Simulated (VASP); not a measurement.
# MnAs (F-43m) in VASP: notebook

MnAs is run at these levels: PBE; tasks: single point, relaxation of cell and atoms.

Program: VASP 6.6.1. These are calculated values, not measurements. Logs are shortened: lines on timing, memory, paths and dates and some standing lists are left out, and cuts for length are marked.

### 1 The cell of the first run

The structure is cubic, space group F-43m (No. 216). Conventional cell: a = 4.952 Å, b = 4.952 Å, c = 4.952 Å, α = 90.00°, β = 90.00°, γ = 90.00°. Mn (site symmetry -43m) has 4 As at 2.14 Å within 2.8 Å. As (site symmetry -43m) has 4 Mn at 2.14 Å within 2.8 Å.

### 2 Single point, PBE, collinear spin, ferromagnetic start

Input file INCAR:

```
SYSTEM = MnAs
PREC = Accurate
ENCUT = 500
EDIFF = 1E-6
ISMEAR = 0
SIGMA = 0.1
LREAL = .FALSE.
LASPH = .TRUE.
NELM = 200
ALGO = Normal
ISIF = 2
LWAVE = .FALSE.
LCHARG = .TRUE.
ISPIN = 2
MAGMOM = 4 0
LORBIT = 11
LMAXMIX = 4
GGA = PE
LELF = .TRUE.
LVHAR = .TRUE.
NBANDS = 20
GGA_COMPAT = .FALSE.
```

Input file KPOINTS:

```
regular mesh
0
G
  6 6 6
  0 0 0
```

Input file POSCAR:

```
MnAs
1.0
    0.0000000000      2.4760624236      2.4760624236
    2.4760624236      0.0000000000      2.4760624236
    2.4760624236      2.4760624236      0.0000000000
Mn As
1 1
Direct
    0.0000000000      0.0000000000      0.0000000000
    0.7500000000      0.7500000000      0.7500000000
```

Potentials or basis: VASP PAW PBE potentials, release 64 (Mn_pv, As).

Launch:

```sh
$ cat potpaw_PBE.64/Mn_pv/POTCAR potpaw_PBE.64/As/POTCAR > POTCAR
$ mpirun -np 1 vasp_std > vasp.out
```

OUTCAR:

```text
SYSTEM = MnAs
   PREC = Accurate
   ENCUT = 500
   EDIFF = 1E-6
   ISMEAR = 0
   LREAL = .FALSE.
   LASPH = .TRUE.
   NELM = 200
   ISIF = 2
   ISPIN = 2
   LORBIT = 11
   GGA = PE

 ion  position               nearest neighbor table
   1  0.000  0.000  0.000-   2 2.14   2 2.14   2 2.14   2 2.14
   2  0.750  0.750  0.750-   1 2.14   1 2.14   1 2.14   1 2.14

  LATTYP: Found a face centered cubic cell.
 ALAT       =     4.9521248472

  Lattice vectors:

 A1 = (   0.0000000000,   2.4760624236,   2.4760624236)
 A2 = (   2.4760624236,   0.0000000000,   2.4760624236)
 A3 = (   2.4760624236,   2.4760624236,   0.0000000000)

Analysis of symmetry for initial positions (statically):
=====================================================================
 Subroutine PRICEL returns:
 Original cell was already a primitive cell.

 Routine SETGRP: Setting up the symmetry group for a
 face centered cubic supercell.

 Subroutine GETGRP returns: Found 24 space group operations
 (whereof 24 operations were pure point group operations)
 out of a pool of 48 trial point group operations.

The static configuration has the point symmetry T_d .

Analysis of symmetry for dynamics (positions and initial velocities):
=====================================================================
 Subroutine PRICEL returns:
 Original cell was already a primitive cell.

 Routine SETGRP: Setting up the symmetry group for a
 face centered cubic supercell.

 Subroutine GETGRP returns: Found 24 space group operations
 (whereof 24 operations were pure point group operations)
 out of a pool of 48 trial point group operations.

The dynamic configuration has the point symmetry T_d .

Analysis of structural, dynamic, and magnetic symmetry:
=====================================================================
 Subroutine PRICEL returns:
 Original cell was already a primitive cell.

 Routine SETGRP: Setting up the symmetry group for a
 face centered cubic supercell.

 Subroutine GETGRP returns: Found 24 space group operations
 (whereof 24 operations were pure point group operations)
 out of a pool of 48 trial point group operations.

The overall configuration has the point symmetry T_d .

 Subroutine INISYM returns: Found 24 space group operations
 (whereof 24 operations are pure point group operations),
 and found     1 'primitive' translations

----------------------------------------------------------------------------------------

                                     Primitive cell

  volume of cell :      30.3609

  direct lattice vectors                    reciprocal lattice vectors
     0.000000000  2.476062424  2.476062424    -0.201933520  0.201933520  0.201933520
     2.476062424  0.000000000  2.476062424     0.201933520 -0.201933520  0.201933520
     2.476062424  2.476062424  0.000000000     0.201933520  0.201933520 -0.201933520

  length of vectors
     3.501681061  3.501681061  3.501681061     0.349759116  0.349759116  0.349759116

  position of ions in fractional coordinates (direct lattice)
     0.000000000  0.000000000  0.000000000
     0.750000000  0.750000000  0.750000000

  ion indices of the primitive-cell ions
   primitive index   ion index
                 1           1
                 2           2

----------------------------------------------------------------------------------------

 KPOINTS: regular mesh

Automatic generation of k-mesh.
 Grid dimensions read from file:
 generate k-points for:    6    6    6

 Generating k-lattice:

  Cartesian coordinates                     Fractional coordinates (reciprocal lattice)
    -0.033655587  0.033655587  0.033655587     0.166666667  0.000000000  0.000000000
     0.033655587 -0.033655587  0.033655587     0.000000000  0.166666667  0.000000000
     0.033655587  0.033655587 -0.033655587     0.000000000  0.000000000  0.166666667

  Length of vectors
     0.058293186  0.058293186  0.058293186

  Shift w.r.t. Gamma in fractional coordinates (k-lattice)
     0.000000000  0.000000000  0.000000000

 Subroutine IBZKPT returns following result:
[... 55 lines left out ...]
[... 12 lines left out ...]
     19      26.8699      0.00000
     20      27.1009      0.00000
 Fermi energy:         7.3255646705

 spin component 2

 k-point     1 :       0.0000    0.0000    0.0000
  band No.  band energies     occupation
      1     -39.7232      1.00000
      2     -39.7232      1.00000
      3     -39.7232      1.00000
      4      -6.1080      1.00000
      5       4.1475      1.00000
      6       4.1475      1.00000
[... 12 lines left out ...]
     19      22.8688      0.00000
     20      22.8688      0.00000

 k-point     2 :       0.1667    0.0000    0.0000
  band No.  band energies     occupation
      1     -39.7323      1.00000
      2     -39.7248      1.00000
      3     -39.7248      1.00000
      4      -5.7128      1.00000
      5       3.5736      1.00000
      6       4.2701      1.00000
[... 12 lines left out ...]
     19      21.8214      0.00000
     20      25.4487      0.00000

 k-point     3 :       0.3333    0.0000    0.0000
  band No.  band energies     occupation
      1     -39.7503      1.00000
      2     -39.7277      1.00000
      3     -39.7277      1.00000
      4      -4.7387      1.00000
      5       2.3399      1.00000
      6       4.4525      1.00000
[... 12 lines left out ...]
     19      23.0285      0.00000
     20      29.8145      0.00000

 k-point     4 :       0.5000    0.0000    0.0000
  band No.  band energies     occupation
      1     -39.7593      1.00000
      2     -39.7293      1.00000
      3     -39.7293      1.00000
      4      -4.0861      1.00000
      5       1.5742      1.00000
      6       4.4982      1.00000
[... 245 lines left out ...]
 k-point    15 :      -0.3333    0.3333    0.1667
  band No.  band energies     occupation
      1     -39.7543      1.00000
      2     -39.7409      1.00000
      3     -39.7342      1.00000
      4      -3.5617      1.00000
      5       2.4484      1.00000
      6       3.4880      1.00000
[... 12 lines left out ...]
     19      26.8154      0.00000
     20      28.2396      0.00000

 k-point    16 :      -0.3333    0.5000    0.1667
  band No.  band energies     occupation
      1     -39.7553      1.00000
      2     -39.7407      1.00000
      3     -39.7374      1.00000
      4      -3.3579      1.00000
      5       2.1830      1.00000
      6       4.1206      1.00000
[... 12 lines left out ...]
     19      26.9381      0.00000
     20      27.3092      0.00000

------------------------ aborting loop because EDIFF is reached ----------------------------------------

  FORCE on cell =-STRESS in cart. coord.  units (eV):
  Direction    XX          YY          ZZ          XY          YZ          ZX
  --------------------------------------------------------------------------------------
  -------------------------------------------------------------------------------------
  Total        7.3760619      7.3760619      7.3760619      0.0000000      0.0000000      0.0000000
  in kB      389.2426061    389.2426061    389.2426061      0.0000000      0.0000000      0.0000000
  external PRESSURE =     389.2426061 kB  Pullay stress =       0.0000000 kB

 VOLUME and BASIS-vectors are now :
 -----------------------------------------------------------------------------
  energy-cutoff  :      500.00
  volume of cell :       30.36
      direct lattice vectors                 reciprocal lattice vectors
     0.000000000  2.476062424  2.476062424    -0.201933520  0.201933520  0.201933520
     2.476062424  0.000000000  2.476062424     0.201933520 -0.201933520  0.201933520
     2.476062424  2.476062424  0.000000000     0.201933520  0.201933520 -0.201933520

 POSITION                                       TOTAL-FORCE (eV/Angst)
 -----------------------------------------------------------------------------------
      0.00000      0.00000      0.00000        -0.000000     -0.000000     -0.000000
      3.71409      3.71409      3.71409         0.000000      0.000000      0.000000
 -----------------------------------------------------------------------------------
    total drift:                               -0.000001     -0.000001     -0.000001

  FREE ENERGIE OF THE ION-ELECTRON SYSTEM (eV)
  ---------------------------------------------------
  free  energy   TOTEN  =       -12.0554039324 eV

  energy  without entropy=      -12.0415509643  energy(sigma->0) =      -12.04847745

 total charge

# of ion       s       p       d       tot
------------------------------------------
    1        0.407   6.341   5.481  12.228
    2        1.244   1.749   0.130   3.123
--------------------------------------------------
tot          1.651   8.090   5.611  15.352

 magnetization (x)

# of ion       s       p       d       tot
------------------------------------------
    1        0.035   0.000   1.227   1.262
    2       -0.009  -0.077   0.014  -0.072
--------------------------------------------------
tot          0.026  -0.076   1.241   1.191
```

Run time: 24 s. Hardware: 1 thread of Intel Xeon Platinum 8559C (Emerald Rapids), shared host; peak memory 0.17 GiB.

What came out:

```
Free energy                                           : -12.0554 eV
Pressure                                              : 38.9 GPa
Net moment                                            : 1.19 μB per cell
Site moments                                          : Mn +1.26; As -0.07 μB
Valence electrons inside the program's atomic spheres : Mn 12.23; As 3.12
```

Levels at points of the mesh, in eV from the Fermi level:
Spin up:
```
           k point  band 6  band 7  band 8  band 9  band 10  band 11  band 12  band 13
(0.00, 0.00, 0.00)   -3.69   -3.69   -1.41   -1.41     5.93     5.93     5.93     6.28
(0.50, 0.00, 0.00)   -3.40   -3.40   -1.13   -1.13    -0.61     3.35     3.35     6.85
(0.50, 0.50, 0.00)   -2.41   -2.41   -2.07   -0.99    -0.29     0.23     0.23     6.14
```
Spin down:
| k point | band 6 | band 7 | band 8 | band 9 | band 10 | band 11 |
| --- | --- | --- | --- | --- | --- | --- |
| (0.00, 0.00, 0.00) | -3.18 | -3.18 | -0.11 | -0.11 | 6.28 | 6.32 |
| (0.50, 0.00, 0.00) | -2.83 | -2.83 | 0.09 | 0.09 | 0.26 | 3.75 |
| (0.50, 0.50, 0.00) | -2.07 | -2.07 | -1.52 | 0.41 | 0.77 | 0.87 |

Caveat: the k points lie up to 0.37 Å⁻¹ apart; a cell with one magnetic atom can't hold antiferromagnetic order, which such compounds often take.

### 3 Single point, PBE, collinear spin, ferromagnetic start

This run uses another cell than the first one, of 22.91 Å³/atom.

Input file INCAR:

```
SYSTEM = MnAs
PREC = Accurate ; ENCUT = 500
EDIFF = 1E-6 ; ISMEAR = 0
SIGMA = 0.1 ; LREAL = .False.
LASPH = .True. ; NELM = 200
ALGO = Normal ; ISIF = 2
LWAVE = .False. ; LCHARG = .False.
ISPIN = 2 ; MAGMOM = 1.26 0
LORBIT = 11 ; LMAXMIX = 4
GGA = PE ; NBANDS = 20
GGA_COMPAT = .False.
```

Input file KPOINTS:

```
Automatic mesh
0
Gamma
  6 6 6
  0 0 0
```

Input file POSCAR:

```
MnAs
1.0
    0.0000000000      2.8403158586      2.8403158586
    2.8403158586      0.0000000000      2.8403158586
    2.8403158586      2.8403158586      0.0000000000
Mn As
1 1
Direct
    0.0000000000      0.0000000000      0.0000000000
    0.7500000000      0.7500000000      0.7500000000
```

Potentials or basis: VASP PAW PBE potentials, release 64 (Mn_pv, As).

Launch:

```sh
$ cat potpaw_PBE.64/Mn_pv/POTCAR potpaw_PBE.64/As/POTCAR > POTCAR
$ mpirun -np 1 vasp_std > vasp.out
```

Run time: 35 s. Hardware: 1 thread of Intel Xeon Platinum 8559C (Emerald Rapids), shared host; peak memory 0.19 GiB.

It converged, with:

* Free energy: -13.3163 eV
* Pressure: 0.0 GPa
* Net moment: 3.81 μB per cell
* Site moments: Mn +3.71; As -0.16 μB
* Valence electrons inside the program's atomic spheres: Mn 11.49; As 2.83

Levels at points of the mesh, in eV from the Fermi level:
Spin up:
```csv
k point,band 9,band 10,band 11,band 12,band 13,band 14
"(0.00, 0.00, 0.00)",-2.83,2.53,2.53,2.53,2.96,6.41
"(0.50, 0.00, 0.00)",-2.70,-2.35,1.09,1.09,4.15,6.96
"(0.50, 0.50, 0.00)",-2.66,-2.13,-0.90,-0.90,3.48,4.82
```
Spin down:
| k point | band 3 | band 4 | band 5 | band 6 | band 7 | band 8 | band 9 | band 10 | band 11 | band 12 |
| --- | --- | --- | --- | --- | --- | --- | --- | --- | --- | --- |
| (0.00, 0.00, 0.00) | -46.40 | -11.56 | -2.01 | -2.01 | -2.01 | 0.80 | 0.80 | 3.57 | 4.01 | 4.01 |
| (0.50, 0.00, 0.00) | -46.40 | -10.56 | -4.21 | -1.84 | -1.84 | 0.74 | 0.87 | 0.87 | 2.59 | 2.59 |
| (0.50, 0.50, 0.00) | -46.40 | -10.22 | -4.09 | -1.79 | -1.79 | -0.08 | 0.93 | 1.12 | 1.19 | 1.19 |

Caveat: a cell with one magnetic atom can't hold antiferromagnetic order, which such compounds often take.

### 4 Relaxation of cell and atoms, PBE, collinear spin, ferromagnetic start

Input file INCAR:

```
ALGO     = Normal         # electronic algorithm
EDIFF    = 1E-7           # SCF threshold, eV
EDIFFG   = -0.04          # ionic threshold
ENCUT    = 500            # plane-wave cutoff, eV
GGA      = PE             # functional
GGA_COMPAT= False        
IBRION   = 2              # ionic algorithm
ISIF     = 3              # what is computed and relaxed
ISMEAR   = 0              # smearing method
ISPIN    = 2              # spin polarisation
LASPH    = True           # aspherical terms in the spheres
LCHARG   = False          # write CHGCAR
LMAXMIX  = 4              # l up to which the mixer works
LORBIT   = 11             # projections on sites
LREAL    = False          # projectors in reciprocal space
LWAVE    = False          # write WAVECAR
MAGMOM   = 1.26 0         # initial moments
NELM     = 200            # most SCF steps
NELMIN   = 4            
NSW      = 90             # ionic steps
PREC     = Accurate       # precision mode
SIGMA    = 0.1            # smearing width, eV
```

Input file KPOINTS:

```
k-points
0
Gamma
  6 6 6
```

Input file POSCAR:

```
MnAs
1.0
    0.0000000000      2.4760624236      2.4760624236
    2.4760624236      0.0000000000      2.4760624236
    2.4760624236      2.4760624236      0.0000000000
Mn As
1 1
Direct
    0.0000000000      0.0000000000      0.0000000000
    0.7500000000      0.7500000000      0.7500000000
```

Launch:

```sh
$ cat potpaw_PBE.64/Mn_pv/POTCAR potpaw_PBE.64/As/POTCAR > POTCAR
$ mpirun -np 1 vasp_std > vasp.out
```

Run time: 90 s. Hardware: 1 thread of Intel Xeon Platinum 8559C (Emerald Rapids), shared host; peak memory 0.18 GiB.

The run converged. Its results:

- Free energy: -12.6649 eV
- Relaxed volume: 18.72 Å³/atom
- Relaxed cell: a = 3.755 Å, b = 3.755 Å, c = 3.755 Å, α = 60.00°, β = 60.00°, γ = 60.00°
- Space group after relaxing (to 0.1 Å): F-43m (No. 216)
- Energy gained by relaxing: 304.7 meV/atom
- Ionic steps: 4
- Pressure after relaxing: 0.1 GPa
- Band gap on the k mesh: 0.03 eV (least direct gap 0.18 eV)
- Net moment: 0.00 μB per cell
- Valence electrons inside the program's atomic spheres: Mn 11.86; As 2.91

The path:
```csv
step,energy change (eV),largest force (eV/Å),pressure (GPa),volume (Å³)
1,0.0000,0.0000,38.88,30.36
2,0.1713,0.0000,-15.70,49.60
3,-0.6094,0.0000,-0.35,37.58
4,-0.6095,0.0000,0.08,37.43
```

Final structure:
```cif
data_structure
_symmetry_space_group_name_H-M 'P 1'
_symmetry_Int_Tables_number 1
_cell_length_a 3.7547
_cell_length_b 3.7547
_cell_length_c 3.7547
_cell_angle_alpha 60.000
_cell_angle_beta 60.000
_cell_angle_gamma 60.000
_cell_volume 37.43
loop_
_atom_site_label
_atom_site_type_symbol
_atom_site_fract_x
_atom_site_fract_y
_atom_site_fract_z
_atom_site_occupancy
Mn1 Mn 0.00000 0.00000 0.00000 1
As1 As 0.75000 0.75000 0.75000 1
```

Levels at points of the mesh, in eV from the valence-band top:
Spin up:
```
           k point  band 6  band 7  band 8  band 9  band 10  band 11  band 12  band 13
(0.00, 0.00, 0.00)   -2.62   -2.62   -0.34   -0.34     4.86     4.86     4.86     4.97
(0.50, 0.00, 0.00)   -2.36   -2.36   -0.18   -0.18     0.03     2.91     2.91     6.05
(0.50, 0.50, 0.00)   -1.83   -1.83   -0.97    0.00     0.23     0.68     0.68     5.44
```
Spin down:
```
           k point  band 6  band 7  band 8  band 9  band 10  band 11  band 12  band 13
(0.00, 0.00, 0.00)   -2.62   -2.62   -0.34   -0.34     4.86     4.86     4.86     4.97
(0.50, 0.00, 0.00)   -2.36   -2.36   -0.18   -0.18     0.03     2.91     2.91     6.05
(0.50, 0.50, 0.00)   -1.83   -1.83   -0.97    0.00     0.23     0.68     0.68     5.44
```

Caveat: the volume moved by over 15 % at a fixed basis, so the end points are rough; the smearing spreads over this small gap; the moments typed at the start vanished in this run; semilocal functionals underestimate gaps, and a narrow one can read as zero. A k mesh can miss the band edges.

### 5 Single point, PBE, collinear spin

This run uses another cell than the first one, of 22.82 Å³/atom.

Input file INCAR:

```
SYSTEM = MnAs
  PREC = Accurate
  ENCUT = 500
  EDIFF = 1E-6
  ISMEAR = 0
  SIGMA = 0.1
  LREAL = .FALSE.
  LASPH = .TRUE.
  NELM = 200
  ALGO = Normal
  ISIF = 2
  LWAVE = .FALSE.
  LCHARG = .TRUE.
  ISPIN = 2
  MAGMOM = 3.95 -0.16
  LORBIT = 11
  LMAXMIX = 4
  GGA = PE
  LELF = .TRUE.
  LVHAR = .TRUE.
  NBANDS = 20
  GGA_COMPAT = .FALSE.
```

Input file KPOINTS:

```
Automatic mesh
0
G
  16 16 16
  0 0 0
```

Input file POSCAR:

```
MnAs
1.0
    0.0000000000      2.8364514898      2.8364514898
    2.8364514898      0.0000000000      2.8364514898
    2.8364514898      2.8364514898      0.0000000000
Mn As
1 1
Direct
    0.0000000000      0.0000000000      0.0000000000
    0.2500000000      0.2500000000      0.2500000000
```

Launch:

```sh
$ cat potpaw_PBE.64/Mn_pv/POTCAR potpaw_PBE.64/As/POTCAR > POTCAR
$ mpirun -np 1 vasp_std > vasp.out
```

Run time: 2.9 min. Hardware: 1 thread of Intel Xeon Platinum 8559C (Emerald Rapids), shared host; peak memory 0.33 GiB.

The run converged. Its results:

```yaml
Free_energy: -13.3168 eV
Pressure: -0.1 GPa
Net_moment: 3.76 μB per cell
Site_moments: Mn +3.68; As -0.16 μB
Valence_electrons_inside_the_program's_atomic_spheres: Mn 11.50; As 2.83
```

Levels at points of the mesh, in eV from the Fermi level:
Spin up:
| k point | band 7 | band 8 | band 9 | band 10 | band 11 | band 12 | band 13 | band 14 | band 15 | band 16 |
| --- | --- | --- | --- | --- | --- | --- | --- | --- | --- | --- |
| (0.00, 0.00, 0.00) | -3.79 | -2.79 | -2.79 | 2.56 | 2.56 | 2.56 | 3.01 | 6.44 | 6.44 | 6.44 |
| (0.50, 0.00, 0.00) | -3.62 | -2.67 | -2.67 | -2.31 | 1.11 | 1.11 | 4.19 | 6.99 | 6.99 | 8.52 |
| (0.50, 0.50, 0.00) | -3.04 | -2.63 | -2.63 | -2.10 | -0.88 | -0.88 | 3.51 | 4.85 | 12.28 | 12.73 |
Spin down:
```csv
k point,band 4,band 5,band 6,band 7,band 8,band 9,band 10,band 11
"(0.00, 0.00, 0.00)",-11.58,-2.02,-2.02,-2.02,0.81,0.81,3.59,4.03
"(0.50, 0.00, 0.00)",-10.57,-4.22,-1.84,-1.84,0.74,0.88,0.88,2.60
"(0.50, 0.50, 0.00)",-10.23,-4.10,-1.79,-1.79,-0.09,0.95,1.14,1.20
```

Caveat: a cell with one magnetic atom can't hold antiferromagnetic order, which such compounds often take.

### 6 Overview

```tsv
task	spin	cell	k mesh	gap on the mesh (eV)	pressure (GPa)	moment (μB)
single point	collinear, ferromagnetic start	a = 3.502 Å, angles 60.0°, 2 atoms	6 × 6 × 6	none	38.9	1.19
single point	collinear, ferromagnetic start	a = 4.017 Å, angles 60.0°, 2 atoms	6 × 6 × 6	none	0.0	3.81
relaxation of cell and atoms	collinear, ferromagnetic start	relaxed from a = 3.502 Å, angles 60.0°, 2 atoms	6 × 6 × 6	0.03	0.1	0.00
single point	collinear	a = 4.011 Å, angles 60.0°, 2 atoms	16 × 16 × 16	none	-0.1	3.76
```

Alike in all rows: level PBE; potentials or basis VASP PAW PBE potentials, release 64 (Mn_pv, As); cutoff (eV) 500; smearing gaussian 0.1 eV.

Caveats: some runs use coarse meshes; a cell with one magnetic atom can't hold antiferromagnetic order, which such compounds often take (at least some runs); the volume moved by over 15 % at a fixed basis, so the end points are rough (at least some runs); the smearing spreads over this small gap (at least some runs); the moments typed at the start vanished in this run (at least some runs); semilocal functionals underestimate gaps, and a narrow one can read as zero (at least some runs).

Absolute energies hang on the potentials; compare differences alone.
